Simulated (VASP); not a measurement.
# MoSe (Pm-3m) in VASP: settings compared

MoSe is run at these levels: PBE0, PBEsol-based screened hybrid; tasks: relaxation of cell and atoms, single point.

Everything below comes from runs of VASP 6.6.1. Logs are shortened: lines on timing, memory, paths and dates and some standing lists are left out, and cuts for length are marked.

**1. The cell of the first run**

It takes space group Pm-3m (No. 221, cubic). Conventional cell: a = 3.500 Å, b = 3.500 Å, c = 3.500 Å, α = 90.00°, β = 90.00°, γ = 90.00°. Within 4.0 Å of Mo (site symmetry m-3m) lie 8 Se at 3.03 Å and 6 Mo at 3.50 Å. Within 4.0 Å of Se (site symmetry m-3m) lie 8 Mo at 3.03 Å and 6 Se at 3.50 Å.

**2. Relaxation of cell and atoms, PBE0**

The input, POSCAR:

```
MoSe
1.0
    3.5002295900      0.0000000000      0.0000000000
    0.0000000000      3.5002295900      0.0000000000
    0.0000000000      0.0000000000      3.5002295900
Mo Se
1 1
Direct
    0.0000000000      0.0000000000      0.0000000000
    0.5000000000      0.5000000000      0.5000000000
```

The input, INCAR.step1:

```
SYSTEM = MoSe
  PREC = Accurate
  ENCUT = 600
  EDIFF = 1E-5
  ISMEAR = -1
  SIGMA = 0.05
  LREAL = .FALSE.
  LASPH = .TRUE.
  NELM = 80
  ALGO = Normal
  LWAVE = .TRUE.
  LCHARG = .FALSE.
  GGA = PE
  NBANDS = 17
```

The input, INCAR.step2:

```
SYSTEM = MoSe
  PREC = Accurate
  ENCUT = 600
  EDIFF = 1E-6
  ISMEAR = -1
  SIGMA = 0.05
  LREAL = .FALSE.
  LASPH = .TRUE.
  NELM = 80
  ALGO = Normal
  ISIF = 3
  LWAVE = .FALSE.
  LCHARG = .FALSE.
  GGA = PE
  LHFCALC = .TRUE.
  AEXX = 0.25
  PRECFOCK = Normal
  IBRION = 2
  NSW = 60
  EDIFFG = -0.01
  ISTART = 1
```

The input, KPOINTS:

```
regular mesh
0
G
  4 4 4
  0 0 0
```

Potentials or basis: VASP PAW PBE potentials, release 64 (Mo_sv, Se).

The run is started by

```console
cat potpaw_PBE.64/Mo_sv/POTCAR potpaw_PBE.64/Se/POTCAR > POTCAR
cp INCAR.step1 INCAR
mpirun -np 1 vasp_std > vasp.out
cp INCAR.step2 INCAR
mpirun -np 1 vasp_std > vasp.out
```

OUTCAR:

```text
SYSTEM = MoSe
   PREC = Accurate
   ENCUT = 600
   EDIFF = 1E-6
   ISMEAR = -1
   LREAL = .FALSE.
   LASPH = .TRUE.
   NELM = 80
   ISIF = 3
   GGA = PE
   LHFCALC = .TRUE.
   AEXX = 0.25
   PRECFOCK = Normal
   IBRION = 2
   NSW = 60
   EDIFFG = -0.01
   ISTART = 1

 ion  position               nearest neighbor table
   1  0.000  0.000  0.000-   2 3.03   2 3.03   2 3.03   2 3.03   2 3.03   2 3.03   2 3.03   2 3.03

   2  0.500  0.500  0.500-   1 3.03   1 3.03   1 3.03   1 3.03   1 3.03   1 3.03   1 3.03   1 3.03

  LATTYP: Found a simple cubic cell.
 ALAT       =     3.5002295900

  Lattice vectors:

 A1 = (   3.5002295900,   0.0000000000,   0.0000000000)
 A2 = (   0.0000000000,   3.5002295900,   0.0000000000)
 A3 = (   0.0000000000,   0.0000000000,   3.5002295900)

Analysis of symmetry for initial positions (statically):
=====================================================================
 Subroutine PRICEL returns:
 Original cell was already a primitive cell.

 Routine SETGRP: Setting up the symmetry group for a
 simple cubic supercell.

 Subroutine GETGRP returns: Found 48 space group operations
[... 9 lines left out ...]

 Routine SETGRP: Setting up the symmetry group for a
 simple cubic supercell.

 Subroutine GETGRP returns: Found 48 space group operations
[... 11 lines left out ...]
                                     Primitive cell

  volume of cell :      42.8834

  direct lattice vectors                    reciprocal lattice vectors
     3.500229590  0.000000000  0.000000000     0.285695545  0.000000000  0.000000000
     0.000000000  3.500229590  0.000000000     0.000000000  0.285695545  0.000000000
     0.000000000  0.000000000  3.500229590     0.000000000  0.000000000  0.285695545

  length of vectors
     3.500229590  3.500229590  3.500229590     0.285695545  0.285695545  0.285695545

  position of ions in fractional coordinates (direct lattice)
     0.000000000  0.000000000  0.000000000
     0.500000000  0.500000000  0.500000000

  ion indices of the primitive-cell ions
   primitive index   ion index
                 1           1
                 2           2

----------------------------------------------------------------------------------------

 KPOINTS: regular mesh

Automatic generation of k-mesh.
 Grid dimensions read from file:
 generate k-points for:    4    4    4

 Generating k-lattice:

  Cartesian coordinates                     Fractional coordinates (reciprocal lattice)
     0.071423886  0.000000000  0.000000000     0.250000000  0.000000000  0.000000000
     0.000000000  0.071423886  0.000000000     0.000000000  0.250000000  0.000000000
     0.000000000  0.000000000  0.071423886     0.000000000  0.000000000  0.250000000

  Length of vectors
     0.071423886  0.071423886  0.071423886

  Shift w.r.t. Gamma in fractional coordinates (k-lattice)
     0.000000000  0.000000000  0.000000000

 Subroutine IBZKPT returns following result:
 ===========================================

 Found     10 irreducible k-points:

 Following reciprocal coordinates:
            Coordinates               Weight
  0.000000  0.000000  0.000000      1.000000
  0.250000  0.000000  0.000000      6.000000
  0.500000  0.000000  0.000000      3.000000
  0.250000  0.250000  0.000000     12.000000
  0.500000  0.250000  0.000000     12.000000
  0.500000  0.500000  0.000000      3.000000
  0.250000  0.250000  0.250000      8.000000
  0.500000  0.250000  0.250000     12.000000
  0.500000  0.500000  0.250000      6.000000
  0.500000  0.500000  0.500000      1.000000
   k-points           NKPTS =     10   k-points in BZ     NKDIM =     64   number of bands    NBANDS=     14
   number of dos      NEDOS =    301   number of ions     NIONS =      2
   total plane-waves  NPLWV =  21952
   dimension x,y,z NGX =    28 NGY =   28 NGZ =   28
   dimension x,y,z NGXF=    56 NGYF=   56 NGZF=   56
   ions per type =               1   1
   NGX,Y,Z   is equivalent  to a cutoff of  13.30, 13.30, 13.30 a.u.
   NGXF,Y,Z  is equivalent  to a cutoff of  26.60, 26.60, 26.60 a.u.
 SYSTEM =  MoSe
   PREC   = accura    normal or accurate (medium, high low for compatibility)
   ISTART =      1    job   : 0-new  1-cont  2-samecut
   ICHARG =      0    charge: 1-file 2-atom 10-const
   ISPIN  =      1    spin polarized calculation?
   LNONCOLLINEAR =      F non collinear calculations
   LSORBIT =      F    spin-orbit coupling
   LASPH  =      T    aspherical Exc in radial PAW
   ENCUT  =  600.0 eV  44.10 Ry    6.64 a.u.   6.99  6.99  6.99*2*pi/ulx,y,z
   NELM   =     80;   NELMIN=  2; NELMDL=  0     # of ELM steps
   EDIFF  = 0.1E-05   stopping-criterion for ELM
   LREAL  =      F    real-space projection
   EDIFFG = -.1E-01   stopping-criterion for IOM
   NSW    =     60    number of steps for IOM
   IBRION =      2    ionic relax: 0-MD 1-quasi-New 2-CG
   NFREE  =      1    steps in history (QN), initial steepest desc. (CG)
   ISIF   =      3    stress and relaxation
   ISYM   =      3    0-nonsym 1-usesym 2-fastsym
   POTIM  = 0.5000    time-step for ionic-motion
   TEBEG  =    0.0;   TEEND  =   0.0 temperature during run
   PSTRESS=    0.0 pullay stress
   NELECT =      20.0000    total number of electrons
   NUPDOWN=      -1.0000    fix difference up-down
   EMIN   =  10.00;   EMAX   =-10.00  energy-range for DOS
   EFERMI =   0.00;   METHOD = LEGACY
   ISMEAR =    -1;   SIGMA  =   0.05  broadening in eV -4-tet -1-fermi 0-gaus
   EFERMI_NEDOS =   21; number of points for ismear=-14 and -15
   IALGO  =     38    algorithm
   IMIX   =      1    mixing-type and parameters
     AMIX     =   0.40;   BMIX     =  1.00
     AMIX_MAG =   1.60;   BMIX_MAG =  1.00
  volume/ion in A,a.u.               =      21.44       144.70
  Fermi-wavevector in a.u.,A,eV,Ry     =   1.269565  2.399130 21.929809  1.611795
  Thomas-Fermi vector in A             =   2.402599
   LORBIT       =      0    0 simple, 1 ext, 2 COOP (PROOUT), +10 PAW based schemes
   GGA     = PE    functional components
   LHFCALC =     T    Hartree Fock is set to
   PRECFOCK=normal    Normal, Fast or Accurate (Low or Medium for compatibility)
   ENCUT4O =  -1.0   cutoff for four orbital integrals eV
   NKREDX  =     1    reduce k-point grid by
   NKREDY  =     1    reduce k-point grid by
   NKREDZ  =     1    reduce k-point grid by
   AEXX    =    0.2500 exact exchange contribution
   HFSCREEN=    0.0000 screening length (either q_TF or 0.3 A-1)
   HFSCREENC=   0.0000 screening length for correlation (either q_TF or 0.3 A-1)
   ENCUTFOCK=  -1.0 apply spherical cutoff to Coloumb kernel
   IVDW    =     0    specifies the selected vdW correction
   LEPSILON=     F    determine dielectric tensor
   LRPA    =     F    only Hartree local field effects (RPA)
 conjugate gradient relaxation of ions
 non-spin polarized calculation
  energy-cutoff  :      600.00
  volume of cell :       42.88
 maximum number of plane-waves:      1472
 NGX is ok and might be reduce to    28
  NGX = 24; NGY = 24; NGZ = 24

--------------------------------------- Ionic step        1  -------------------------------------------

 number of electron      20.0000003 magnetization

 Free energy of the ion-electron system (eV)
  ---------------------------------------------------
  ext. energy  EPLUGINS =         0.00000000
  ---------------------------------------------------
  free energy    TOTEN  =       -16.85958747 eV

  energy without entropy =      -16.84670879  energy(sigma->0) =      -16.85314813

 E-fermi :   6.9598     XC(G=0):  -8.6737

 val. band max:        6.5918493184   @ k =   0.2500   0.2500   0.0000
 cond. band min:       6.9764723313   @ k =   0.5000   0.2500   0.0000
 fundamental gap:      0.3846230129
 Fermi energy:         6.9597519715

 k-point     1 :       0.0000    0.0000    0.0000
  band No.  band energies     occupation
      1     -59.1285      2.00000
      2     -31.6840      2.00000
      3     -31.6840      2.00000
      4     -31.6840      2.00000
      5      -9.6339      2.00000
      6       3.7825      2.00000
      7       3.7825      2.00000
      8       4.4844      2.00000
      9       4.4844      2.00000
     10       4.4844      2.00000
     11       7.8811      0.00000
     12       7.8811      0.00000
     13       7.8811      0.00000
     14       8.4110      0.00000

 k-point     2 :       0.2500    0.0000    0.0000
  band No.  band energies     occupation
      1     -59.1255      2.00000
      2     -31.7380      2.00000
      3     -31.6790      2.00000
      4     -31.6790      2.00000
      5      -9.1810      2.00000
      6       0.8587      2.00000
      7       3.7806      2.00000
      8       3.7806      2.00000
      9       4.0377      2.00000
     10       5.9141      2.00000
     11       7.9297      0.00000
     12       8.9915      0.00000
     13       8.9915      0.00000
     14      10.7437      0.00000
[... 432 lines left out ...]
 VOLUME and BASIS-vectors are now :
 -----------------------------------------------------------------------------
  energy-cutoff  :      600.00
  volume of cell :       30.12
      direct lattice vectors                 reciprocal lattice vectors
     3.111230616  0.000000000 -0.000000000     0.321416225 -0.000000000 -0.000000000
     0.000000000  3.111230616 -0.000000000    -0.000000000  0.321416225 -0.000000000
     0.000000000  0.000000000  3.111230616     0.000000000  0.000000000  0.321416225

 POSITION                                       TOTAL-FORCE (eV/Angst)
 -----------------------------------------------------------------------------------
      0.00000      0.00000      0.00000         0.000000      0.000000      0.000000
      1.55562      1.55562      1.55562        -0.000000     -0.000000      0.000000
 -----------------------------------------------------------------------------------
    total drift:                                0.000000     -0.000000      0.000000

  FREE ENERGIE OF THE ION-ELECTRON SYSTEM (eV)
  ---------------------------------------------------
  free  energy   TOTEN  =       -18.7825090713 eV

  energy  without entropy=      -18.7696425011  energy(sigma->0) =      -18.77607579

--------------------------------------- Ionic step        5  -------------------------------------------

 number of electron      19.9999999 magnetization

 Free energy of the ion-electron system (eV)
  ---------------------------------------------------
  ext. energy  EPLUGINS =         0.00000000
  ---------------------------------------------------
  free energy    TOTEN  =       -18.78445258 eV

  energy without entropy =      -18.77145077  energy(sigma->0) =      -18.77795168

 E-fermi :  11.4981     XC(G=0): -10.0930

 val. band max:       11.4610010148   @ k =   0.5000   0.2500   0.0000
 cond. band min:      12.6890755011   @ k =   0.5000   0.5000   0.2500
 fundamental gap:      1.2280744863
 Fermi energy:        11.4981011111

 k-point     1 :       0.0000    0.0000    0.0000
  band No.  band energies     occupation
      1     -53.9099      2.00000
      2     -26.4694      2.00000
      3     -26.4694      2.00000
      4     -26.4694      2.00000
      5      -7.4093      2.00000
      6       6.8823      2.00000
      7       6.8823      2.00000
      8       9.1468      2.00000
      9       9.1468      2.00000
     10       9.1468      2.00000
     11      13.0965      0.00000
     12      13.0965      0.00000
     13      13.0965      0.00000
     14      16.7816      0.00000

 k-point     2 :       0.2500    0.0000    0.0000
  band No.  band energies     occupation
      1     -53.8944      2.00000
      2     -26.6781      2.00000
      3     -26.4478      2.00000
      4     -26.4478      2.00000
      5      -6.5183      2.00000
      6       3.8512      2.00000
      7       7.3630      2.00000
      8       7.7461      2.00000
      9       7.7461      2.00000
     10      10.7713      2.00000
     11      13.2284      0.00000
     12      15.0984      0.00000
     13      15.0984      0.00000
     14      19.0006      0.00000
[... 147 lines left out ...]
 VOLUME and BASIS-vectors are now :
 -----------------------------------------------------------------------------
  energy-cutoff  :      600.00
  volume of cell :       29.81
      direct lattice vectors                 reciprocal lattice vectors
     3.100677008  0.000000000 -0.000000000     0.322510212 -0.000000000 -0.000000000
     0.000000000  3.100677008 -0.000000000    -0.000000000  0.322510212 -0.000000000
     0.000000000  0.000000000  3.100677008     0.000000000  0.000000000  0.322510212

 POSITION                                       TOTAL-FORCE (eV/Angst)
 -----------------------------------------------------------------------------------
      0.00000      0.00000      0.00000         0.000000      0.000000      0.000000
      1.55034      1.55034      1.55034        -0.000000     -0.000000      0.000000
 -----------------------------------------------------------------------------------
    total drift:                                0.000000     -0.000000      0.000000

  FREE ENERGIE OF THE ION-ELECTRON SYSTEM (eV)
  ---------------------------------------------------
  free  energy   TOTEN  =       -18.7844525802 eV

  energy  without entropy=      -18.7714507713  energy(sigma->0) =      -18.77795168

 reached required accuracy - stopping structural energy minimisation
```

Wall time 37 min (1 thread of Intel Xeon Platinum 8559C (Emerald Rapids), shared host); peak memory 0.2 GiB.

Results:

- Free energy: -18.7845 eV
- Relaxed volume: 14.91 Å³/atom
- Relaxed cell: a = 3.101 Å, b = 3.101 Å, c = 3.101 Å, α = 90.00°, β = 90.00°, γ = 90.00°
- Space group after relaxing (to 0.05 Å): Pm-3m (No. 221)
- Energy gained by relaxing: 962.4 meV/atom
- Ionic steps: 5
- Pressure after relaxing: 0.1 GPa
- Band gap on the k mesh: zero (band 10 reaches 15.08 eV, above the bottom of band 11 at 10.97 eV)

The path:
| step | energy change (eV) | largest force (eV/Å) | pressure (GPa) | volume (Å³) |
| --- | --- | --- | --- | --- |
| 1 | 0.0000 | 0.0000 | -32.57 | 42.88 |
| 2 | 1.2558 | 0.0000 | 163.45 | 21.12 |
| 3 | -1.9125 | 0.0000 | -5.10 | 30.57 |
| 4 | -1.9229 | 0.0000 | -2.11 | 30.12 |
| 5 | -1.9249 | 0.0000 | 0.07 | 29.81 |

Final structure:
```
Mo Se
1.0
     3.10068    0.00000    0.00000
     0.00000    3.10068    0.00000
     0.00000    0.00000    3.10068
Mo Se
1 1
Direct
  0.00000 0.00000 0.00000
  0.50000 0.50000 0.50000
```

Caveat: the k points lie up to 0.51 Å⁻¹ apart in the final cell; the volume moved by over 15 % at a fixed basis, so the end points are rough; the PAW data sets were made with another functional, which shifts forces and pressure a little.

**3. Single point, PBEsol-based screened hybrid**

This run uses another cell than the first one, of 14.60 Å³/atom, 0.681 times its volume.

The input, POSCAR:

```
MoSe
1.0
    3.0795543502      0.0000000000      0.0000000000
    0.0000000000      3.0795543502      0.0000000000
    0.0000000000      0.0000000000      3.0795543502
Mo Se
1 1
Direct
    0.0000000000      0.0000000000      0.0000000000
    0.5000000000      0.5000000000      0.5000000000
```

The input, INCAR.step1:

```
SYSTEM = MoSe
PREC = Accurate
ENCUT = 520
EDIFF = 1E-5
ISMEAR = -1
SIGMA = 0.05
LREAL = .False.
LASPH = .True.
NELM = 100
ALGO = Normal
ISIF = 2
LWAVE = .True.
NBANDS = 17
GGA = PE
```

The input, INCAR.step2:

```
SYSTEM = MoSe
PREC = Accurate
ENCUT = 520
EDIFF = 1E-6
ISMEAR = -1
SIGMA = 0.05
LREAL = .False.
LASPH = .True.
NELM = 100
ALGO = Normal
ISIF = 2
LWAVE = .False.
LCHARG = .True.
GGA = PS
LHFCALC = .True.
AEXX = 0.25
HFSCREEN = 0.207
PRECFOCK = Normal
LELF = .True.
LVHAR = .True.
NBANDS = 17
ISTART = 1
```

The input, KPOINTS:

```
Automatic mesh
0
Gamma
  4 4 4
  0 0 0
```

Potentials or basis: VASP PAW PBE potentials, release 64 (Mo_sv, Se).

The run is started by

```console
cat potpaw_PBE.64/Mo_sv/POTCAR potpaw_PBE.64/Se/POTCAR > POTCAR
cp INCAR.step1 INCAR
mpirun -np 1 vasp_std > vasp.out
cp INCAR.step2 INCAR
mpirun -np 1 vasp_std > vasp.out
```

Run time: 6 min. Hardware: 1 thread of AMD EPYC 7R43 (Zen 3), shared host; peak memory 0.21 GiB.

The run converged. Its results:

| Quantity | Value |
| --- | --- |
| Free energy | -18.0595 eV |
| Pressure | 0.1 GPa |
| Band gap on the k mesh | zero (band 10 reaches 15.04 eV, above the bottom of band 11 at 11.57 eV) |

Levels at points of the mesh, in eV from the Fermi level:
| k point | band 8 | band 9 | band 10 | band 11 | band 12 | band 13 |
| --- | --- | --- | --- | --- | --- | --- |
| (0.00, 0.00, 0.00) | -2.15 | -2.15 | -2.15 | 1.08 | 1.08 | 1.08 |
| (0.50, 0.00, 0.00) | -4.50 | -3.43 | 1.38 | 2.70 | 5.58 | 5.58 |
| (0.50, 0.50, 0.00) | -3.98 | -1.15 | -1.15 | -0.32 | 1.04 | 3.08 |
| (0.50, 0.50, 0.50) | -9.07 | 3.15 | 3.15 | 3.35 | 3.35 | 3.35 |

Caveat: the k points lie up to 0.51 Å⁻¹ apart; the PAW data sets were made with another functional, which shifts forces and pressure a little.
